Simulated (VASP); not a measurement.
BeSn2S3:

```
Be Sn S
1.0
     2.15735   -7.24587    0.00000
     2.15735    7.24587    0.00000
     0.00000    0.00000    4.46477
Be Sn S
1 2 3
Direct
  0.00000 0.00000 0.00000
  0.12500 0.87500 0.50000
  0.87500 0.12500 0.50000
  0.50000 0.50000 0.50000
  0.31500 0.68500 0.00000
  0.68500 0.31500 0.00000
```

The cell was generated, and may not be a known phase.

| Quantity | Value |
| --- | --- |
| Program | VASP 6.6.1 |
| Task | relaxation of cell and atoms |
| Functional | PBE |
| Potentials or basis | VASP PAW PBE potentials, release 64 (Be, Sn_d, S) |
| Cutoff | 600 eV |
| k mesh | 3 × 3 × 3 |
| Occupations | gaussian, width 0.15 eV |
| Spin | no spin polarisation |

At the start: pressure -5.6 GPa; volume 23.26 Å³/atom.

**Question.** How do energy, volume and symmetry change on relaxing?

**Answer.** Over 23 steps the energy falls by 494.9 meV/atom and the volume is 22.27 Å³/atom (-4.3 %); space group Cmmm (No. 65, to 0.1 Å) before and after.

Step by step:
```
step  energy change (eV)  largest force (eV/Å)  pressure (GPa)  volume (Å³)
   1              0.0000                0.7117           -5.56       139.58
   2             -0.8744                1.2200           -1.25       123.62
   3             -1.0409                1.3855            2.22       116.25
   4             -1.0454                1.4523            3.73       113.83
   5             -1.6951                0.7383            4.23       111.65
   6             -1.8916                0.4769            6.96       109.62
   7             -2.3528                0.6535           -1.30       124.41
   8             -2.3588                0.6561           -2.24       127.02
   9             -2.6065                0.7385           -1.32       128.89
  10             -2.6405                0.6984           -0.57       129.48
  11             -2.7693                0.6839            0.58       127.80
  12             -2.8130                0.5445            1.92       126.25
  13             -2.8623                0.2977           -0.10       130.01
  14             -2.8623                0.2890           -0.06       129.92
  15             -2.8810                0.2768           -0.19       130.26
  16             -2.8867                0.2672           -0.30       130.56
  17             -2.9015                0.1771            0.24       129.86
  18             -2.9117                0.1849            1.18       128.72
  19             -2.9199                0.1798            1.03       129.14
  20             -2.9387                0.1629            0.57       130.38
  21             -2.9527                0.1425           -0.24       132.88
  22             -2.9585                0.1218           -0.23       133.06
  23             -2.9697                0.0690           -0.18       133.61
```

Final structure:
```cif
data_structure
_symmetry_space_group_name_H-M 'P 1'
_symmetry_Int_Tables_number 1
_cell_length_a 10.3753
_cell_length_b 10.3753
_cell_length_c 3.5945
_cell_angle_alpha 90.000
_cell_angle_beta 90.000
_cell_angle_gamma 159.800
_cell_volume 133.61
loop_
_atom_site_label
_atom_site_type_symbol
_atom_site_fract_x
_atom_site_fract_y
_atom_site_fract_z
_atom_site_occupancy
Be1 Be 0.00000 0.00000 0.00000 1
Sn1 Sn 0.11972 0.88028 0.50000 1
Sn2 Sn 0.88028 0.11972 0.50000 1
S1 S 0.50000 0.50000 0.50000 1
S2 S 0.33535 0.66465 0.00000 1
S3 S 0.66465 0.33535 0.00000 1
```

Caveat: the k points lie up to 0.58 Å⁻¹ apart in the final cell, too coarse for converged energies and pressures of a metal; a cell axis changed by over 15 % at a fixed basis, so the end point is rough; the relaxation stopped at a loose force limit of 0.08 eV/Å, so its end isn't a converged minimum.
